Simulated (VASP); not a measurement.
# Na3Sb2 (C2/c) in VASP: single point with PBE

Aim: the single point of Na3Sb2 with PBE.

Program: VASP 6.6.1. These are calculated values, not measurements. Logs are shortened: lines on timing, memory, paths and dates and some standing lists are left out, and cuts for length are marked.

### 1 The cell of the first run

Symmetry: C2/c, No. 15, monoclinic system. Conventional cell: a = 8.397 Å, b = 8.790 Å, c = 8.191 Å, α = 90.00°, β = 104.15°, γ = 90.00°. Sb (site symmetry 1) has 2 Sb at 2.87 to 3.70 Å and 9 Na at 3.22 to 3.70 Å within 3.8 Å. Within 4.3 Å of Na (site symmetry 1) lie 6 Sb at 3.25 to 3.70 Å and 8 Na at 3.37 to 4.25 Å. Na (site symmetry 2) has 6 Sb at 3.22 to 3.57 Å and 8 Na at 3.37 to 4.25 Å within 4.3 Å.

### 2 Single point, PBE

INCAR

```
PREC = Accurate
ENCUT = 520
EDIFF = 1E-6
ISMEAR = -1
SIGMA = 0.1
LREAL = False
LASPH = True
NELM = 100
ALGO = Normal
ISIF = 2
LWAVE = False
LCHARG = False
GGA = PE
NBANDS = 42
```

KPOINTS

```
Automatic mesh
0
Gamma
  4 4 3
```

POSCAR

```
Na3Sb2
1.0
    4.1982421871      4.3948550155      0.0559571811
    4.1982421871     -4.3948550155      0.0559571811
    2.1088162829      0.0000000000     -7.9152964396
Sb Na
4 6
Direct
    0.8891945828      0.3398359065      0.8542516854
    0.6601640935      0.1108054172      0.6457483146
    0.1108054172      0.6601640935      0.1457483146
    0.3398359065      0.8891945828      0.3542516854
    0.7588168604      0.6460015262      0.5109933293
    0.3539984738      0.2411831396      0.9890066707
    0.2411831396      0.3539984738      0.4890066707
    0.6460015262      0.7588168604      0.0109933293
    0.1465506977      0.8534493023      0.7500000000
    0.8534493023      0.1465506977      0.2500000000
```

Potentials or basis: VASP PAW PBE potentials, release 64 (Sb, Na_pv).

Run with:

```console
cat potpaw_PBE.64/Sb/POTCAR potpaw_PBE.64/Na_pv/POTCAR > POTCAR
mpirun -np 1 vasp_std > vasp.out
```

OUTCAR:

```text
PREC = Accurate
   ENCUT = 520
   EDIFF = 1E-6
   ISMEAR = -1
   LREAL = False
   LASPH = True
   NELM = 100
   ISIF = 2
   GGA = PE

 ion  position               nearest neighbor table
   1  0.889  0.340  0.854-   2 2.87  10 3.22   6 3.25   6 3.25   3 3.70
   2  0.660  0.111  0.646-   1 2.87  10 3.22   5 3.25   5 3.25   4 3.70
   3  0.111  0.660  0.146-   4 2.87   9 3.22   8 3.25   8 3.25   1 3.70
   4  0.340  0.889  0.354-   3 2.87   9 3.22   7 3.25   7 3.25   2 3.70
   5  0.759  0.646  0.511-   2 3.25   2 3.25
   6  0.354  0.241  0.989-   1 3.25   1 3.25
   7  0.241  0.354  0.489-   4 3.25   4 3.25
   8  0.646  0.759  0.011-   3 3.25   3 3.25
   9  0.147  0.853  0.750-   3 3.22   4 3.22
  10  0.853  0.147  0.250-   1 3.22   2 3.22

  LATTYP: Found a base centered monoclinic cell.
 ALAT       =     8.3972301785
 B/A-ratio  =     1.0467392038
 C/A-ratio  =     0.9754882513
 COS(beta)  =    -0.2445415636

  Lattice vectors:

 A1 = (  -4.1982421871,  -4.3948550155,  -0.0559571811)
 A2 = (  -4.1982421871,   4.3948550155,  -0.0559571811)
 A3 = (   2.1088162829,   0.0000000000,  -7.9152964396)

Analysis of symmetry for initial positions (statically):
=====================================================================
 Subroutine PRICEL returns:
 Original cell was already a primitive cell.

 Routine SETGRP: Setting up the symmetry group for a
 base centered monoclinic supercell.

 Subroutine GETGRP returns: Found  4 space group operations
 (whereof  2 operations were pure point group operations)
 out of a pool of  4 trial point group operations.

The static configuration has the point symmetry S_2 .
 The point group associated with its full space group is C_2h.

Analysis of symmetry for dynamics (positions and initial velocities):
=====================================================================
 Subroutine PRICEL returns:
 Original cell was already a primitive cell.

 Routine SETGRP: Setting up the symmetry group for a
 base centered monoclinic supercell.

 Subroutine GETGRP returns: Found  4 space group operations
 (whereof  2 operations were pure point group operations)
 out of a pool of  4 trial point group operations.

The dynamic configuration has the point symmetry S_2 .
 The point group associated with its full space group is C_2h.

 Subroutine INISYM returns: Found  4 space group operations
 (whereof  2 operations are pure point group operations),
 and found     1 'primitive' translations

----------------------------------------------------------------------------------------

                                     Primitive cell

  volume of cell :     293.1222

  direct lattice vectors                    reciprocal lattice vectors
     4.198242187  4.394855016  0.055957181     0.118676037  0.113769396  0.031618015
     4.198242187 -4.394855016  0.055957181     0.118676037 -0.113769396  0.031618015
     2.108816283  0.000000000 -7.915296440     0.001677960  0.000000000 -0.125890609

  length of vectors
     6.078085165  6.078085165  8.191399382     0.167413190  0.167413190  0.125901791

  position of ions in fractional coordinates (direct lattice)
     0.889194583  0.339835906  0.854251685
     0.660164094  0.110805417  0.645748315
     0.110805417  0.660164094  0.145748315
     0.339835906  0.889194583  0.354251685
     0.758816860  0.646001526  0.510993329
     0.353998474  0.241183140  0.989006671
     0.241183140  0.353998474  0.489006671
     0.646001526  0.758816860  0.010993329
     0.146550698  0.853449302  0.750000000
     0.853449302  0.146550698  0.250000000

  ion indices of the primitive-cell ions
   primitive index   ion index
                 1           1
                 2           2
                 3           3
                 4           4
                 5           5
                 6           6
                 7           7
                 8           8
                 9           9
                10          10

----------------------------------------------------------------------------------------

 KPOINTS: Automatic mesh

Automatic generation of k-mesh.
 Grid dimensions read from file:
 generate k-points for:    4    4    3

 Generating k-lattice:

  Cartesian coordinates                     Fractional coordinates (reciprocal lattice)
     0.029669009  0.028442349  0.007904504     0.250000000  0.000000000  0.000000000
     0.029669009 -0.028442349  0.007904504     0.000000000  0.250000000  0.000000000
     0.000559320  0.000000000 -0.041963536     0.000000000  0.000000000  0.333333333

  Length of vectors
     0.041853297  0.041853297  0.041967264

  Shift w.r.t. Gamma in fractional coordinates (k-lattice)
     0.000000000  0.000000000  0.000000000

 Subroutine IBZKPT returns following result:
 ===========================================

 Found     17 irreducible k-points:

 Following reciprocal coordinates:
            Coordinates               Weight
  0.000000  0.000000  0.000000      1.000000
  0.250000  0.000000  0.000000      4.000000
  0.500000  0.000000  0.000000      2.000000
  0.250000  0.250000 -0.000000      2.000000
  0.500000  0.250000  0.000000      4.000000
 -0.250000  0.250000  0.000000      2.000000
[... 9 lines left out ...]
 -0.250000  0.500000  0.333333      4.000000
 -0.250000 -0.250000  0.333333      2.000000
   k-points           NKPTS =     17   k-points in BZ     NKDIM =     17   number of bands    NBANDS=     42
   number of dos      NEDOS =    301   number of ions     NIONS =     10
   total plane-waves  NPLWV = 147456
   dimension x,y,z NGX =    48 NGY =   48 NGZ =   64
   dimension x,y,z NGXF=    96 NGYF=   96 NGZF=  128
   ions per type =               4   6
   NGX,Y,Z   is equivalent  to a cutoff of  13.13, 13.13, 12.99 a.u.
   NGXF,Y,Z  is equivalent  to a cutoff of  26.26, 26.26, 25.98 a.u.
 SYSTEM =  unknown system
   PREC   = accura    normal or accurate (medium, high low for compatibility)
   ISTART =      0    job   : 0-new  1-cont  2-samecut
   ICHARG =      2    charge: 1-file 2-atom 10-const
   ISPIN  =      1    spin polarized calculation?
   LNONCOLLINEAR =      F non collinear calculations
   LSORBIT =      F    spin-orbit coupling
   LASPH  =      T    aspherical Exc in radial PAW
   ENCUT  =  520.0 eV  38.22 Ry    6.18 a.u.  11.30 11.30 15.23*2*pi/ulx,y,z
   NELM   =    100;   NELMIN=  2; NELMDL= -5     # of ELM steps
   EDIFF  = 0.1E-05   stopping-criterion for ELM
   LREAL  =      F    real-space projection
[... 7 lines left out ...]
   TEBEG  =    0.0;   TEEND  =   0.0 temperature during run
   PSTRESS=    0.0 pullay stress
   NELECT =      62.0000    total number of electrons
   NUPDOWN=      -1.0000    fix difference up-down
   EMIN   =  10.00;   EMAX   =-10.00  energy-range for DOS
   EFERMI =   0.00;   METHOD = LEGACY
   ISMEAR =    -1;   SIGMA  =   0.10  broadening in eV -4-tet -1-fermi 0-gaus
   EFERMI_NEDOS =   21; number of points for ismear=-14 and -15
   IALGO  =     38    algorithm
   IMIX   =      4    mixing-type and parameters
     AMIX     =   0.40;   BMIX     =  1.00
     AMIX_MAG =   1.60;   BMIX_MAG =  1.00
  volume/ion in A,a.u.               =      29.31       197.81
  Fermi-wavevector in a.u.,A,eV,Ry     =   0.975414  1.843266 12.945035  0.951433
  Thomas-Fermi vector in A             =   2.105952
   LORBIT       =      0    0 simple, 1 ext, 2 COOP (PROOUT), +10 PAW based schemes
   GGA     = PE    functional components
   LHFCALC =     F    Hartree Fock is set to
   AEXX    =    0.0000 exact exchange contribution
   IVDW    =     0    specifies the selected vdW correction
   LEPSILON=     F    determine dielectric tensor
   LRPA    =     F    only Hartree local field effects (RPA)
 non-spin polarized calculation
  energy-cutoff  :      520.00
  volume of cell :      293.12
 maximum number of plane-waves:      7911
 NGX is ok and might be reduce to    48
   NGX = 23   NGY = 23   NGZ = 31

 number of electron      61.9999968 magnetization

 Free energy of the ion-electron system (eV)
  ---------------------------------------------------
  ext. energy  EPLUGINS =         0.00000000
  ---------------------------------------------------
  free energy    TOTEN  =       -28.08154761 eV

  energy without entropy =      -27.94256700  energy(sigma->0) =      -28.01205731

 E-fermi :   2.9180     XC(G=0):  -8.0848

 val. band max:        2.8890969118   @ k =   0.2500   0.0000   0.3333
 cond. band min:       2.9781984622   @ k =  -0.2500   0.5000   0.3333
 fundamental gap:      0.0891015503
 Fermi energy:         2.9179871057

 k-point     1 :       0.0000    0.0000    0.0000
  band No.  band energies     occupation
      1     -21.3072      2.00000
      2     -21.3070      2.00000
      3     -21.2935      2.00000
      4     -21.2928      2.00000
      5     -21.2921      2.00000
      6     -21.2899      2.00000
[... 34 lines left out ...]
     41       7.2852      0.00000
     42       7.3413      0.00000

 k-point     2 :       0.2500    0.0000    0.0000
  band No.  band energies     occupation
      1     -21.3069      2.00000
      2     -21.3052      2.00000
      3     -21.2952      2.00000
      4     -21.2940      2.00000
      5     -21.2914      2.00000
      6     -21.2894      2.00000
[... 34 lines left out ...]
     41       7.4931      0.00000
     42       7.6063      0.00000

 k-point     3 :       0.5000    0.0000    0.0000
  band No.  band energies     occupation
      1     -21.3067      2.00000
      2     -21.3017      2.00000
      3     -21.2987      2.00000
      4     -21.2948      2.00000
      5     -21.2902      2.00000
      6     -21.2900      2.00000
[... 582 lines left out ...]
      4     -21.2951      2.00000
      5     -21.2922      2.00000
      6     -21.2887      2.00000
[... 34 lines left out ...]
     41       7.7521      0.00000
     42       8.0169      0.00000

 k-point    17 :      -0.2500   -0.2500    0.3333
  band No.  band energies     occupation
      1     -21.3055      2.00000
      2     -21.3048      2.00000
      3     -21.2955      2.00000
      4     -21.2947      2.00000
      5     -21.2917      2.00000
      6     -21.2904      2.00000
[... 34 lines left out ...]
     41       7.4764      0.00000
     42       8.0152      0.00000

------------------------ aborting loop because EDIFF is reached ----------------------------------------

  FORCE on cell =-STRESS in cart. coord.  units (eV):
  Direction    XX          YY          ZZ          XY          YZ          ZX
  --------------------------------------------------------------------------------------
  -------------------------------------------------------------------------------------
  Total        0.1743058      0.0335208      0.0849325      0.0000000      0.0000000     -0.0947897
  in kB        0.9527383      0.1832216      0.4642328      0.0000000      0.0000000     -0.5181113
  external PRESSURE =       0.5333976 kB  Pullay stress =       0.0000000 kB

 VOLUME and BASIS-vectors are now :
 -----------------------------------------------------------------------------
  energy-cutoff  :      520.00
  volume of cell :      293.12
      direct lattice vectors                 reciprocal lattice vectors
     4.198242187  4.394855016  0.055957181     0.118676037  0.113769396  0.031618015
     4.198242187 -4.394855016  0.055957181     0.118676037 -0.113769396  0.031618015
     2.108816283  0.000000000 -7.915296440     0.001677960  0.000000000 -0.125890609

 POSITION                                       TOTAL-FORCE (eV/Angst)
 -----------------------------------------------------------------------------------
      6.96123      2.41435     -6.69288         0.023353     -0.000124     -0.018528
      4.59848      2.41435     -5.06815        -0.023353     -0.000124      0.018528
      3.54407     -2.41435     -1.11050        -0.023353      0.000124      0.018528
      5.90682     -2.41435     -2.73523         0.023353      0.000124     -0.018528
      6.97536      0.49581     -3.96605        -0.001116     -0.003077      0.001935
      4.58435      0.49581     -7.79498         0.001116     -0.003077     -0.001935
      3.52994     -0.49581     -3.83733         0.001116      0.003077     -0.001935
      5.92095     -0.49581     -0.00841        -0.001116      0.003077      0.001935
      5.77985     -3.10672     -5.88052         0.000000     -0.000743     -0.000000
      4.72545      3.10672     -1.92287         0.000000      0.000743     -0.000000
 -----------------------------------------------------------------------------------
    total drift:                               -0.000000     -0.000000      0.000000

  FREE ENERGIE OF THE ION-ELECTRON SYSTEM (eV)
  ---------------------------------------------------
  free  energy   TOTEN  =       -28.0815476138 eV

  energy  without entropy=      -27.9425670027  energy(sigma->0) =      -28.01205731
```

Run time: 6.6 min. Hardware: 1 thread of Intel Xeon 8259CL, shared host; peak memory 0.47 GiB.

Results:

```
Free energy            : -28.0815 eV
Pressure               : 0.1 GPa
Largest force          : 0.030 eV/Å
Band gap on the k mesh : zero (bands 31 and 32 overlap by 0.96 eV)
```

Forces in eV/Å, atoms in the order of the input:
```
Sb   0.023  0.000 -0.019
Sb  -0.023  0.000  0.019
Sb  -0.023  0.000  0.019
Sb   0.023  0.000 -0.019
Na  -0.001 -0.003  0.002
Na   0.001 -0.003 -0.002
Na   0.001  0.003 -0.002
Na  -0.001  0.003  0.002
Na   0.000 -0.001  0.000
Na   0.000  0.001  0.000
```

Stress tensor (GPa, compression positive):
```
 0.10  0.00 -0.05
 0.00  0.02  0.00
-0.05  0.00  0.05
```

Caveat: spin-orbit coupling is left out, which moves the levels of the heavy elements.
